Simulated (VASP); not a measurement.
# HfSi2O6 (C222) in VASP: single point with PBE

Aim: the single point of HfSi2O6 with PBE.

Everything below comes from runs of VASP 6.6.1. Logs are shortened: lines on timing, memory, paths and dates and some standing lists are left out, and cuts for length are marked.

**1. The cell of the first run**

It takes space group C222 (No. 21, orthorhombic). Conventional cell: a = 5.216 Å, b = 9.896 Å, c = 6.020 Å, α = 90.00°, β = 90.00°, γ = 90.00°. Hf (site symmetry 222) has 4 O at 1.95 Å within 2.6 Å. Si (site symmetry 2) has 4 O at 1.63 Å within 2.2 Å. O (site symmetry 1) has 1 Si at 1.63 Å and 1 Hf at 1.95 Å within 2.2 Å. O (site symmetry 2) has 2 Si at 1.63 Å within 2.2 Å.

**2. Single point, PBE**

The input, INCAR:

```
  PREC = Accurate
  ENCUT = 520
  EDIFF = 1E-6
  ISMEAR = 0
  SIGMA = 0.02
  LREAL = F
  LASPH = T
  NELM = 100
  ALGO = Normal
  ISIF = 2
  LWAVE = F
  LCHARG = F
  GGA = PE
  NBANDS = 37
```

The input, KPOINTS:

```
regular mesh
0
Gamma
  6 6 4
```

The input, POSCAR:

```
HfSi2O6
1.0
    2.6078697776     -4.9479841238      0.0000000000
    2.6078697776      4.9479841238      0.0000000000
    0.0000000000      0.0000000000      6.0196389248
Hf Si O
1 2 6
Direct
    0.5000000000      0.5000000000      0.0000000000
    0.5000000000      0.0000000000      0.3443370298
    0.0000000000      0.5000000000      0.6556629702
    0.8233104153      0.5889661376      0.8112532681
    0.2234105171      0.7765894829      0.5000000000
    0.5889661376      0.8233104153      0.1887467319
    0.1766895847      0.4110338624      0.8112532681
    0.7765894829      0.2234105171      0.5000000000
    0.4110338624      0.1766895847      0.1887467319
```

Potentials or basis: VASP PAW PBE potentials, release 64 (Hf_pv, Si, O).

Started as:

```sh
$ cat potpaw_PBE.64/Hf_pv/POTCAR potpaw_PBE.64/Si/POTCAR potpaw_PBE.64/O/POTCAR > POTCAR
$ mpirun -np 1 vasp_std > vasp.out
```

OUTCAR:

```text
PREC = Accurate
   ENCUT = 520
   EDIFF = 1E-6
   ISMEAR = 0
   LREAL = F
   LASPH = T
   NELM = 100
   ISIF = 2
   GGA = PE

 ion  position               nearest neighbor table
   1  0.500  0.500  0.000-   4 1.95   6 1.95   7 1.95   9 1.95   2 3.48   3 3.48   2 3.48   3 3.48

   2  0.500  0.000  0.344-   5 1.63   8 1.63   6 1.63   9 1.63   1 3.48   1 3.48
   3  0.000  0.500  0.656-   5 1.63   8 1.63   7 1.63   4 1.63   1 3.48   1 3.48
   4  0.823  0.589  0.811-   3 1.63   1 1.95
   5  0.223  0.777  0.500-   2 1.63   3 1.63
   6  0.589  0.823  0.189-   2 1.63   1 1.95
   7  0.177  0.411  0.811-   3 1.63   1 1.95
   8  0.777  0.223  0.500-   2 1.63   3 1.63
   9  0.411  0.177  0.189-   2 1.63   1 1.95

  LATTYP: Found a base centered orthorhombic cell.
 ALAT       =     5.2157395552
 B/A-ratio  =     1.8973279135
 C/A-ratio  =     1.1541295076

  Lattice vectors:

 A1 = (   2.6078697776,  -4.9479841238,   0.0000000000)
 A2 = (   2.6078697776,   4.9479841238,   0.0000000000)
 A3 = (   0.0000000000,   0.0000000000,   6.0196389248)

Analysis of symmetry for initial positions (statically):
=====================================================================
 Subroutine PRICEL returns:
 Original cell was already a primitive cell.

 Routine SETGRP: Setting up the symmetry group for a
 base centered orthorhombic supercell.

 Subroutine GETGRP returns: Found  4 space group operations
 (whereof  4 operations were pure point group operations)
 out of a pool of  8 trial point group operations.

The static configuration has the point symmetry D_2 .

Analysis of symmetry for dynamics (positions and initial velocities):
=====================================================================
 Subroutine PRICEL returns:
 Original cell was already a primitive cell.

 Routine SETGRP: Setting up the symmetry group for a
 base centered orthorhombic supercell.

 Subroutine GETGRP returns: Found  4 space group operations
 (whereof  4 operations were pure point group operations)
 out of a pool of  8 trial point group operations.

The dynamic configuration has the point symmetry D_2 .

 Subroutine INISYM returns: Found  4 space group operations
 (whereof  4 operations are pure point group operations),
 and found     1 'primitive' translations

----------------------------------------------------------------------------------------

                                     Primitive cell

  volume of cell :     155.3512

  direct lattice vectors                    reciprocal lattice vectors
     2.607869778 -4.947984124  0.000000000     0.191727365 -0.101051254  0.000000000
     2.607869778  4.947984124  0.000000000     0.191727365  0.101051254  0.000000000
     0.000000000  0.000000000  6.019638925     0.000000000  0.000000000  0.166122921

  length of vectors
     5.593168303  5.593168303  6.019638925     0.216727336  0.216727336  0.166122921

  position of ions in fractional coordinates (direct lattice)
     0.500000000  0.500000000  0.000000000
     0.500000000  0.000000000  0.344337030
     0.000000000  0.500000000  0.655662970
     0.823310415  0.588966138  0.811253268
     0.223410517  0.776589483  0.500000000
     0.588966138  0.823310415  0.188746732
     0.176689585  0.411033862  0.811253268
     0.776589483  0.223410517  0.500000000
     0.411033862  0.176689585  0.188746732

  ion indices of the primitive-cell ions
   primitive index   ion index
                 1           1
                 2           2
                 3           3
                 4           4
                 5           5
                 6           6
                 7           7
                 8           8
                 9           9

----------------------------------------------------------------------------------------

 KPOINTS: regular mesh

Automatic generation of k-mesh.
 Grid dimensions read from file:
 generate k-points for:    6    6    4

 Generating k-lattice:

  Cartesian coordinates                     Fractional coordinates (reciprocal lattice)
     0.031954561 -0.016841876  0.000000000     0.166666667  0.000000000  0.000000000
     0.031954561  0.016841876  0.000000000     0.000000000  0.166666667  0.000000000
     0.000000000  0.000000000  0.041530730     0.000000000  0.000000000  0.250000000

  Length of vectors
     0.036121223  0.036121223  0.041530730

  Shift w.r.t. Gamma in fractional coordinates (k-lattice)
     0.000000000  0.000000000  0.000000000

 Subroutine IBZKPT returns following result:
 ===========================================

 Found     39 irreducible k-points:

 Following reciprocal coordinates:
            Coordinates               Weight
  0.000000  0.000000  0.000000      1.000000
  0.166667  0.000000  0.000000      4.000000
  0.333333  0.000000  0.000000      4.000000
  0.500000  0.000000  0.000000      2.000000
  0.166667  0.166667  0.000000      2.000000
  0.333333  0.166667  0.000000      4.000000
[... 16 lines left out ...]
  0.333333  0.333333  0.250000      4.000000
  0.500000  0.333333  0.250000      8.000000
 [... further k-points ...]
   k-points           NKPTS =     39   k-points in BZ     NKDIM =     39   number of bands    NBANDS=     37
   number of dos      NEDOS =    301   number of ions     NIONS =      9
   total plane-waves  NPLWV =  84672
   dimension x,y,z NGX =    42 NGY =   42 NGZ =   48
   dimension x,y,z NGXF=    84 NGYF=   84 NGZF=   96
   ions per type =               1   2   6
   NGX,Y,Z   is equivalent  to a cutoff of  12.48, 12.48, 13.26 a.u.
   NGXF,Y,Z  is equivalent  to a cutoff of  24.97, 24.97, 26.51 a.u.
 SYSTEM =  unknown system
   PREC   = accura    normal or accurate (medium, high low for compatibility)
   ISTART =      0    job   : 0-new  1-cont  2-samecut
   ICHARG =      2    charge: 1-file 2-atom 10-const
   ISPIN  =      1    spin polarized calculation?
   LNONCOLLINEAR =      F non collinear calculations
   LSORBIT =      F    spin-orbit coupling
   LASPH  =      T    aspherical Exc in radial PAW
   ENCUT  =  520.0 eV  38.22 Ry    6.18 a.u.  10.40 10.40 11.19*2*pi/ulx,y,z
   NELM   =    100;   NELMIN=  2; NELMDL= -5     # of ELM steps
   EDIFF  = 0.1E-05   stopping-criterion for ELM
   LREAL  =      F    real-space projection
   EDIFFG = 0.1E-04   stopping-criterion for IOM
   NSW    =      0    number of steps for IOM
   IBRION =     -1    ionic relax: 0-MD 1-quasi-New 2-CG
   NFREE  =      0    steps in history (QN), initial steepest desc. (CG)
   ISIF   =      2    stress and relaxation
   ISYM   =      2    0-nonsym 1-usesym 2-fastsym
   POTIM  = 0.5000    time-step for ionic-motion
   TEBEG  =    0.0;   TEEND  =   0.0 temperature during run
   PSTRESS=    0.0 pullay stress
   NELECT =      54.0000    total number of electrons
   NUPDOWN=      -1.0000    fix difference up-down
   EMIN   =  10.00;   EMAX   =-10.00  energy-range for DOS
   EFERMI =   0.00;   METHOD = LEGACY
   ISMEAR =     0;   SIGMA  =   0.02  broadening in eV -4-tet -1-fermi 0-gaus
   EFERMI_NEDOS =   21; number of points for ismear=-14 and -15
   IALGO  =     38    algorithm
   IMIX   =      4    mixing-type and parameters
     AMIX     =   0.40;   BMIX     =  1.00
     AMIX_MAG =   1.60;   BMIX_MAG =  1.00
  volume/ion in A,a.u.               =      17.26       116.48
  Fermi-wavevector in a.u.,A,eV,Ry     =   1.151069  2.175204 18.027160  1.324959
  Thomas-Fermi vector in A             =   2.287729
   LORBIT       =      0    0 simple, 1 ext, 2 COOP (PROOUT), +10 PAW based schemes
   GGA     = PE    functional components
   LHFCALC =     F    Hartree Fock is set to
   AEXX    =    0.0000 exact exchange contribution
   IVDW    =     0    specifies the selected vdW correction
   LEPSILON=     F    determine dielectric tensor
   LRPA    =     F    only Hartree local field effects (RPA)
 non-spin polarized calculation
 Gauss-broadening in eV      SIGMA  =   0.02
  energy-cutoff  :      520.00
  volume of cell :      155.35
 maximum number of plane-waves:      4211
 NGX is ok and might be reduce to    42
   NGX = 21   NGY = 21   NGZ = 23

 number of electron      53.9999994 magnetization

 Free energy of the ion-electron system (eV)
  ---------------------------------------------------
  ext. energy  EPLUGINS =         0.00000000
  ---------------------------------------------------
  free energy    TOTEN  =       -77.24664401 eV

  energy without entropy =      -77.24664401  energy(sigma->0) =      -77.24664401

 E-fermi :  -0.7300     XC(G=0):  -8.0157

 val. band max:       -0.8642758407   @ k =   0.0000   0.0000   0.5000
 cond. band min:       4.0739598245   @ k =   0.0000   0.0000   0.0000
 fundamental gap:      4.9382356652
 Fermi energy:        -0.7299597391

 k-point     1 :       0.0000    0.0000    0.0000
  band No.  band energies     occupation
      1     -29.7715      2.00000
      2     -29.7189      2.00000
      3     -29.7036      2.00000
      4     -19.5337      2.00000
      5     -18.0896      2.00000
      6     -17.8714      2.00000
[... 29 lines left out ...]
     36       9.0381      0.00000
     37       9.6023      0.00000

 k-point     2 :       0.1667    0.0000    0.0000
  band No.  band energies     occupation
      1     -29.7719      2.00000
      2     -29.7187      2.00000
      3     -29.7039      2.00000
      4     -19.4651      2.00000
      5     -18.2969      2.00000
      6     -17.7424      2.00000
[... 29 lines left out ...]
     36       8.9602      0.00000
     37       9.7548      0.00000
[... 838 lines left out ...]
     36       8.9304      0.00000
     37       9.0844      0.00000

 k-point    24 :       0.5000    0.3333    0.2500
  band No.  band energies     occupation
      1     -29.7727      2.00000
      2     -29.7180      2.00000
      3     -29.7057      2.00000
      4     -19.4098      2.00000
      5     -18.3100      2.00000
      6     -17.7833      2.00000
[... 29 lines left out ...]
     36       8.9374      0.00000
     37       9.1213      0.00000

 [... further k-points ...]

------------------------ aborting loop because EDIFF is reached ----------------------------------------

  FORCE on cell =-STRESS in cart. coord.  units (eV):
  Direction    XX          YY          ZZ          XY          YZ          ZX
  --------------------------------------------------------------------------------------
  -------------------------------------------------------------------------------------
  Total       -0.4312972     -0.2917108     -0.3464280      0.0000000      0.0000000      0.0000000
  in kB       -4.4480796     -3.0084896     -3.5728017      0.0000000      0.0000000      0.0000000
  external PRESSURE =      -3.6764570 kB  Pullay stress =       0.0000000 kB

 VOLUME and BASIS-vectors are now :
 -----------------------------------------------------------------------------
  energy-cutoff  :      520.00
  volume of cell :      155.35
      direct lattice vectors                 reciprocal lattice vectors
     2.607869778 -4.947984124  0.000000000     0.191727365 -0.101051254  0.000000000
     2.607869778  4.947984124  0.000000000     0.191727365  0.101051254  0.000000000
     0.000000000  0.000000000  6.019638925     0.000000000  0.000000000  0.166122921

 POSITION                                       TOTAL-FORCE (eV/Angst)
 -----------------------------------------------------------------------------------
      2.60787      0.00000      0.00000         0.000000     -0.000000     -0.000000
      1.30393     -2.47399      2.07278         0.000000     -0.000000      0.023998
      1.30393      2.47399      3.94685         0.000000     -0.000000     -0.023998
      3.68303     -1.15953      4.88345        -0.103206      0.120811      0.114456
      2.60787      2.73712      3.00982         0.000000     -0.007498     -0.000000
      3.68303      1.15953      1.13619        -0.103206     -0.120811     -0.114456
      1.53271      1.15953      4.88345         0.103206     -0.120811      0.114456
      2.60787     -2.73712      3.00982         0.000000      0.007498     -0.000000
      1.53271     -1.15953      1.13619         0.103206      0.120811     -0.114456
 -----------------------------------------------------------------------------------
    total drift:                                0.000000     -0.000000     -0.000000

  FREE ENERGIE OF THE ION-ELECTRON SYSTEM (eV)
  ---------------------------------------------------
  free  energy   TOTEN  =       -77.2466440137 eV

  energy  without entropy=      -77.2466440137  energy(sigma->0) =      -77.24664401
```

Run time: 2 min. Hardware: 1 thread of Intel Xeon 6975P-C (Granite Rapids), shared host; peak memory 0.39 GiB.

Results:

```yaml
Free_energy: -77.2466 eV
Pressure: -0.4 GPa
Largest_force: 0.196 eV/Å
Band_gap_on_the_k_mesh: 4.94 eV (least direct gap 5.17 eV)
```

Forces in eV/Å, atoms in the order of the input:
```
Hf   0.000  0.000  0.000
Si   0.000  0.000  0.024
Si   0.000  0.000 -0.024
O   -0.103  0.121  0.114
O    0.000 -0.007  0.000
O   -0.103 -0.121 -0.114
O    0.103 -0.121  0.114
O    0.000  0.007  0.000
O    0.103  0.121 -0.114
```

Caveat: spin-orbit coupling is left out, which moves the levels of the heavy elements. A k mesh can miss the band edges.
